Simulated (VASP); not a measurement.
# Ge (R-3m) in VASP: further runs

Ge is run at these levels: r2SCAN; tasks: electric field gradients.

Everything below comes from runs of VASP 6.6.1. Logs are shortened: lines on timing, memory, paths and dates and some standing lists are left out, and cuts for length are marked.

**1. The cell of the first run**

The structure is trigonal, space group R-3m (No. 166). Conventional cell: a = 4.001 Å, b = 4.001 Å, c = 9.800 Å, α = 90.00°, β = 90.00°, γ = 120.00°. Ge (site symmetry 3m) has 4 Ge at 2.01 to 2.63 Å within 2.7 Å.

**2. Electric field gradients, r2SCAN (shortest bond scaled by 0.82)**

The input, POSCAR:

```
Ge
1.0
    0.0000000000      2.8289100000      2.8289100000
    2.8289100000      0.0000000000      2.8289100000
    2.8289100000      2.8289100000      0.0000000000
Ge
2
Direct
   -0.0675000000      0.0225000000      0.0225000000
    0.3175000000      0.2275000000      0.2275000000
```

The input, INCAR.step1:

```
SYSTEM = Ge
PREC = Accurate
ENCUT = 520
ISMEAR = -1
SIGMA = 0.05
LREAL = .False.
LASPH = .True.
NELM = 80
NBANDS = 21
GGA = PE
ALGO = Normal
EDIFF = 1E-4
LWAVE = .True.
LCHARG = .False.
```

The input, INCAR.step2:

```
SYSTEM = Ge
PREC = Accurate
ENCUT = 520
EDIFF = 1E-8
ISMEAR = -1
SIGMA = 0.05
LREAL = .False.
LASPH = .True.
NELM = 80
ALGO = Normal
ISIF = 2
LWAVE = .False.
LCHARG = .False.
METAGGA = R2SCAN
LMIXTAU = .True.
LEFG = .True.
NBANDS = 21
ISTART = 1
```

The input, KPOINTS:

```
regular mesh
0
Gamma
  9 9 9
  0 0 0
```

Potentials or basis: VASP PAW PBE potentials, release 64 (Ge_d).

Started as:

```console
> cat potpaw_PBE.64/Ge_d/POTCAR > POTCAR
> cp INCAR.step1 INCAR
> mpirun -np 1 vasp_std > vasp.out
> cp INCAR.step2 INCAR
> mpirun -np 1 vasp_std > vasp.out
```

OUTCAR:

```text
SYSTEM = Ge
   PREC = Accurate
   ENCUT = 520
   EDIFF = 1E-8
   ISMEAR = -1
   LREAL = .False.
   LASPH = .True.
   NELM = 80
   ISIF = 2
   METAGGA = R2SCAN
   ISTART = 1

 ion  position               nearest neighbor table
   1  0.932  0.023  0.023-   2 2.01   2 2.63   2 2.63   2 2.63
   2  0.318  0.227  0.227-   1 2.01   1 2.63   1 2.63   1 2.63

  LATTYP: Found a face centered cubic cell.
 ALAT       =     5.6578200000

  Lattice vectors:

 A1 = (   0.0000000000,   2.8289100000,   2.8289100000)
 A2 = (   2.8289100000,   0.0000000000,   2.8289100000)
 A3 = (   2.8289100000,   2.8289100000,   0.0000000000)

Analysis of symmetry for initial positions (statically):
=====================================================================
 Subroutine PRICEL returns:
 Original cell was already a primitive cell.

 Routine SETGRP: Setting up the symmetry group for a
 face centered cubic supercell.

 Subroutine GETGRP returns: Found 12 space group operations
 (whereof  6 operations were pure point group operations)
 out of a pool of 48 trial point group operations.

The static configuration has the point symmetry C_3v.
 The point group associated with its full space group is D_3d.

Analysis of symmetry for dynamics (positions and initial velocities):
=====================================================================
 Subroutine PRICEL returns:
 Original cell was already a primitive cell.

 Routine SETGRP: Setting up the symmetry group for a
 face centered cubic supercell.

 Subroutine GETGRP returns: Found 12 space group operations
 (whereof  6 operations were pure point group operations)
 out of a pool of 48 trial point group operations.

The dynamic configuration has the point symmetry C_3v.
 The point group associated with its full space group is D_3d.

 Subroutine INISYM returns: Found 12 space group operations
 (whereof  6 operations are pure point group operations),
 and found     1 'primitive' translations

----------------------------------------------------------------------------------------

                                     Primitive cell

  volume of cell :      45.2780

  direct lattice vectors                    reciprocal lattice vectors
     0.000000000  2.828910000  2.828910000    -0.176746521  0.176746521  0.176746521
     2.828910000  0.000000000  2.828910000     0.176746521 -0.176746521  0.176746521
     2.828910000  2.828910000  0.000000000     0.176746521  0.176746521 -0.176746521

  length of vectors
     4.000682889  4.000682889  4.000682889     0.306133954  0.306133954  0.306133954

  position of ions in fractional coordinates (direct lattice)
     0.932500000  0.022500000  0.022500000
     0.317500000  0.227500000  0.227500000

  ion indices of the primitive-cell ions
   primitive index   ion index
                 1           1
                 2           2

----------------------------------------------------------------------------------------

 KPOINTS: regular mesh

Automatic generation of k-mesh.
 Grid dimensions read from file:
 generate k-points for:    9    9    9

 Generating k-lattice:

  Cartesian coordinates                     Fractional coordinates (reciprocal lattice)
    -0.019638502  0.019638502  0.019638502     0.111111111  0.000000000  0.000000000
     0.019638502 -0.019638502  0.019638502     0.000000000  0.111111111  0.000000000
     0.019638502  0.019638502 -0.019638502     0.000000000  0.000000000  0.111111111

  Length of vectors
     0.034014884  0.034014884  0.034014884

  Shift w.r.t. Gamma in fractional coordinates (k-lattice)
     0.000000000  0.000000000  0.000000000

 Subroutine IBZKPT returns following result:
 ===========================================

 Found     85 irreducible k-points:

 Following reciprocal coordinates:
            Coordinates               Weight
  0.000000  0.000000  0.000000      1.000000
  0.111111  0.000000  0.000000      2.000000
  0.000000  0.111111  0.000000      6.000000
  0.222222  0.000000  0.000000      2.000000
  0.000000  0.222222  0.000000      6.000000
  0.333333  0.000000  0.000000      2.000000
[... 16 lines left out ...]
 -0.333333  0.111111  0.000000      6.000000
  0.000000 -0.333333  0.111111     12.000000
 [... further k-points ...]
   k-points           NKPTS =     85   k-points in BZ     NKDIM =     85   number of bands    NBANDS=     21
   number of dos      NEDOS =    301   number of ions     NIONS =      2
   total plane-waves  NPLWV =  27000
   dimension x,y,z NGX =    30 NGY =   30 NGZ =   30
   dimension x,y,z NGXF=    60 NGYF=   60 NGZF=   60
   ions per type =               2
   NGX,Y,Z   is equivalent  to a cutoff of  12.47, 12.47, 12.47 a.u.
   NGXF,Y,Z  is equivalent  to a cutoff of  24.93, 24.93, 24.93 a.u.
 SYSTEM =  Ge
   PREC   = accura    normal or accurate (medium, high low for compatibility)
   ISTART =      1    job   : 0-new  1-cont  2-samecut
   ICHARG =      0    charge: 1-file 2-atom 10-const
   ISPIN  =      1    spin polarized calculation?
   LNONCOLLINEAR =      F non collinear calculations
   LSORBIT =      F    spin-orbit coupling
   LASPH  =      T    aspherical Exc in radial PAW
   ENCUT  =  520.0 eV  38.22 Ry    6.18 a.u.   7.44  7.44  7.44*2*pi/ulx,y,z
   NELM   =     80;   NELMIN=  2; NELMDL=  0     # of ELM steps
   EDIFF  = 0.1E-07   stopping-criterion for ELM
   LREAL  =      F    real-space projection
   EDIFFG = 0.1E-06   stopping-criterion for IOM
   NSW    =      0    number of steps for IOM
   IBRION =     -1    ionic relax: 0-MD 1-quasi-New 2-CG
   NFREE  =      0    steps in history (QN), initial steepest desc. (CG)
   ISIF   =      2    stress and relaxation
   ISYM   =      2    0-nonsym 1-usesym 2-fastsym
   POTIM  = 0.5000    time-step for ionic-motion
   TEBEG  =    0.0;   TEEND  =   0.0 temperature during run
   PSTRESS=    0.0 pullay stress
   NELECT =      28.0000    total number of electrons
   NUPDOWN=      -1.0000    fix difference up-down
   EMIN   =  10.00;   EMAX   =-10.00  energy-range for DOS
[... 5 lines left out ...]
     AMIX     =   0.40;   BMIX     =  1.00
     AMIX_MAG =   1.60;   BMIX_MAG =  1.00
  volume/ion in A,a.u.               =      22.64       152.78
  Fermi-wavevector in a.u.,A,eV,Ry     =   1.394756  2.635708 26.468033  1.945346
  Thomas-Fermi vector in A             =   2.518275
   LORBIT       =      0    0 simple, 1 ext, 2 COOP (PROOUT), +10 PAW based schemes
   METAGGA = R2SCAN    functional components
   LHFCALC =     F    Hartree Fock is set to
   AEXX    =    0.0000 exact exchange contribution
   IVDW    =     0    specifies the selected vdW correction
   LEPSILON=     F    determine dielectric tensor
   LRPA    =     F    only Hartree local field effects (RPA)
 non-spin polarized calculation
  energy-cutoff  :      520.00
  volume of cell :       45.28
 maximum number of plane-waves:      1243
 NGX is ok and might be reduce to    30
   NGX = 15   NGY = 15   NGZ = 15

 number of electron      27.9999994 magnetization

 Free energy of the ion-electron system (eV)
  ---------------------------------------------------
  ext. energy  EPLUGINS =         0.00000000
  ---------------------------------------------------
  free energy    TOTEN  =       -26.04639959 eV

  energy without entropy =      -26.04251575  energy(sigma->0) =      -26.04445767

 E-fermi :   4.8488     XC(G=0): -10.8296

 val. band max:        4.8422655744   @ k =   0.0000   0.4444   0.3333
 cond. band min:       4.9050189898   @ k =   0.3333   0.3333   0.0000
 fundamental gap:      0.0627534154
 Fermi energy:         4.8487999528

 k-point     1 :       0.0000    0.0000    0.0000
  band No.  band energies     occupation
      1     -21.4631      2.00000
      2     -21.0907      2.00000
      3     -21.0907      2.00000
      4     -20.9131      2.00000
      5     -20.9131      2.00000
      6     -20.7756      2.00000
[... 13 lines left out ...]
     20      14.9082      0.00000
     21      14.9082      0.00000

 k-point     2 :       0.1111    0.0000    0.0000
  band No.  band energies     occupation
      1     -21.4695      2.00000
      2     -21.1032      2.00000
      3     -21.1032      2.00000
      4     -20.8955      2.00000
      5     -20.8955      2.00000
      6     -20.7923      2.00000
[... 13 lines left out ...]
     20      13.6657      0.00000
     21      13.6657      0.00000

 k-point     3 :       0.0000    0.1111    0.0000
  band No.  band energies     occupation
      1     -21.4652      2.00000
      2     -21.0962      2.00000
      3     -21.0895      2.00000
      4     -20.9142      2.00000
      5     -20.9051      2.00000
      6     -20.7809      2.00000
[... 13 lines left out ...]
     20      14.0804      0.00000
     21      14.3458      0.00000

 k-point     4 :       0.2222    0.0000    0.0000
  band No.  band energies     occupation
      1     -21.4853      2.00000
      2     -21.1271      2.00000
      3     -21.1271      2.00000
      4     -20.8586      2.00000
      5     -20.8586      2.00000
      6     -20.8238      2.00000
[... 13 lines left out ...]
     20      12.8982      0.00000
     21      13.8742      0.00000

 k-point     5 :       0.0000    0.2222    0.0000
  band No.  band energies     occupation
      1     -21.4704      2.00000
      2     -21.1092      2.00000
      3     -21.0861      2.00000
      4     -20.9175      2.00000
      5     -20.8861      2.00000
      6     -20.7936      2.00000
[... 13 lines left out ...]
     20      13.7866      0.00000
     21      14.0069      0.00000
[... 382 lines left out ...]
     20      15.0924      0.00000
     21      16.4422      0.00000

 k-point    22 :       0.1111    0.0000   -0.4444
  band No.  band energies     occupation
      1     -21.4838      2.00000
      2     -21.1322      2.00000
      3     -21.0921      2.00000
      4     -20.9110      2.00000
      5     -20.8539      2.00000
      6     -20.8146      2.00000
[... 13 lines left out ...]
     20      15.5365      0.00000
     21      16.3828      0.00000

 k-point    23 :      -0.3333    0.1111    0.0000
  band No.  band energies     occupation
      1     -21.5063      2.00000
      2     -21.1533      2.00000
      3     -21.1459      2.00000
      4     -20.8633      2.00000
      5     -20.8627      2.00000
      6     -20.8110      2.00000
[... 13 lines left out ...]
     20      14.0387      0.00000
     21      15.7808      0.00000

 k-point    24 :       0.0000   -0.3333    0.1111
  band No.  band energies     occupation
      1     -21.4782      2.00000
      2     -21.1215      2.00000
      3     -21.0846      2.00000
      4     -20.9206      2.00000
      5     -20.8650      2.00000
      6     -20.8059      2.00000
[... 13 lines left out ...]
     20      14.0055      0.00000
     21      17.5894      0.00000

 [... further k-points ...]
[... 5 lines left out ...]
  --------------------------------------------------------------------------------------
  -------------------------------------------------------------------------------------
  Total        3.3051289      3.3051289      3.3051289     -4.7133719      4.7133719     -4.7133719
  in kB      116.9530629    116.9530629    116.9530629   -166.7841995    166.7841995   -166.7841995
  external PRESSURE =     116.9530629 kB  Pullay stress =       0.0000000 kB

 VOLUME and BASIS-vectors are now :
 -----------------------------------------------------------------------------
  energy-cutoff  :      520.00
  volume of cell :       45.28
      direct lattice vectors                 reciprocal lattice vectors
     0.000000000  2.828910000  2.828910000    -0.176746521  0.176746521  0.176746521
     2.828910000  0.000000000  2.828910000     0.176746521 -0.176746521  0.176746521
     2.828910000  2.828910000  0.000000000     0.176746521  0.176746521 -0.176746521

 POSITION                                       TOTAL-FORCE (eV/Angst)
 -----------------------------------------------------------------------------------
      0.12730      2.70161      2.70161        -5.375585      5.375585      5.375585
      1.28715      1.54176      1.54176         5.375585     -5.375585     -5.375585
 -----------------------------------------------------------------------------------
    total drift:                                0.000000      0.000000      0.000000

  FREE ENERGIE OF THE ION-ELECTRON SYSTEM (eV)
  ---------------------------------------------------
  free  energy   TOTEN  =       -26.0463995876 eV

  energy  without entropy=      -26.0425157458  energy(sigma->0) =      -26.04445767

 Electric field gradients (V/A^2)
---------------------------------------------------------------------
 ion       V_xx      V_yy      V_zz      V_xy      V_xz      V_yz
---------------------------------------------------------------------
   1      -0.000     0.000     0.000    60.859    60.859   -60.851
   2      -0.000     0.000     0.000    60.859    60.859   -60.851
---------------------------------------------------------------------

 Electric field gradients after diagonalization (V/A^2)
 (convention: |V_zz| > |V_xx| > |V_yy|)
----------------------------------------------------------------------
 ion       V_xx      V_yy      V_zz     asymmetry (V_yy - V_xx)/ V_zz
----------------------------------------------------------------------
   1      60.861    60.851  -121.712       0.000
   2      60.861    60.851  -121.712       0.000
----------------------------------------------------------------------

           NMR quadrupolar parameters

 Cq : quadrupolar parameter    Cq=e*Q*V_zz/h
 eta: asymmetry parameters     (V_yy - V_xx)/ V_zz
 Q  : nuclear electric quadrupole moment in mb (millibarn)
----------------------------------------------------------------------
 ion       Cq(MHz)       eta       Q (mb)
----------------------------------------------------------------------
   1      -0.294       0.000       1.000
   2      -0.294       0.000       1.000
----------------------------------------------------------------------
```

Run time: 8.9 min. Hardware: 1 thread of Intel Xeon 8259CL, shared host; peak memory 0.21 GiB.

Results:

```
Free energy            : -26.0464 eV
Pressure               : 11.7 GPa
Largest force          : 9.311 eV/Å
Band gap on the k mesh : zero (band 14 reaches 6.14 eV, above the bottom of band 15 at 4.60 eV)
```

Forces on the atoms (eV/Å):
```
Ge  -5.376  5.376  5.376
Ge   5.376 -5.376 -5.376
```

Stress tensor (GPa, compression positive):
```
 11.70 -16.68 -16.68
-16.68  11.70  16.68
-16.68  16.68  11.70
```

Levels at points of the mesh, in eV from the Fermi level:
```tsv
k point	band 12	band 13	band 14	band 15	band 16	band 17
(0.00, 0.00, 0.00)	-2.14	0.23	1.30	1.30	1.30	1.30
```

Electric field gradients, principal values (V/Å²):
```tsv
atom	least	middle	greatest (by size)
1 Ge	60.851	60.861	-121.712
2 Ge	60.851	60.861	-121.712
```

Caveat: the cell differs from its parent crystal (shortest bond scaled by 0.82); without QUAD_EFG the Cq values of the log hold for a quadrupole moment of 1 mb, not for the nuclei; the PAW data sets were made with another functional, which shifts forces and pressure a little.

(Continued in part 2 of 2.)
